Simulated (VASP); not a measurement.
A run of VASP 6.6.1 is set up as follows.

The input INCAR:

```
PREC = Accurate
ENCUT = 600
EDIFF = 1E-7
ISMEAR = 0
SIGMA = 0.1
LREAL = F
LASPH = T
NELM = 100
ALGO = Fast
ISIF = 3
LWAVE = F
LCHARG = F
GGA = PE
IBRION = 2
NSW = 100
EDIFFG = -0.01
```

The input KPOINTS:

```
Automatic mesh
0
Gamma
  14 14 14
```

The input POSCAR:

```
SiNi3
1.0
   -2.3349380354      2.3349380354      2.3349380354
    2.3349380354     -2.3349380354      2.3349380354
    2.3349380354      2.3349380354     -2.3349380354
Si Ni
1 3
Direct
    0.0000000000      0.0000000000      0.0000000000
    0.0000000000      0.5000000000      0.5000000000
    0.5000000000      0.0000000000      0.5000000000
    0.5000000000      0.5000000000      0.0000000000
```

Potentials or basis: VASP PAW PBE potentials, release 64 (Si, Ni).

The run is started by

```sh
$ cat potpaw_PBE.64/Si/POTCAR potpaw_PBE.64/Ni/POTCAR > POTCAR
$ mpirun -np 1 vasp_std > vasp.out
```

**Question.** What does it give for the band gap on the k mesh?

**Answer.** Zero (band 17 reaches 8.90 eV, above the bottom of band 18 at 7.70 eV).

Final structure:
```xyz
4
Lattice="-2.3349 2.3349 2.3349 2.3349 -2.3349 2.3349 2.3349 2.3349 -2.3349" Properties=species:S:1:pos:R:3 pbc="T T T"
Si    0.0000    0.0000    0.0000
Ni    2.3349    0.0000    0.0000
Ni    0.0000    2.3349    0.0000
Ni    0.0000    0.0000    2.3349
```

Caveat: the relaxation stopped at its first step, so nothing moved. Spin polarisation is off, so any magnetic state and its effect on volume and gap are missing.
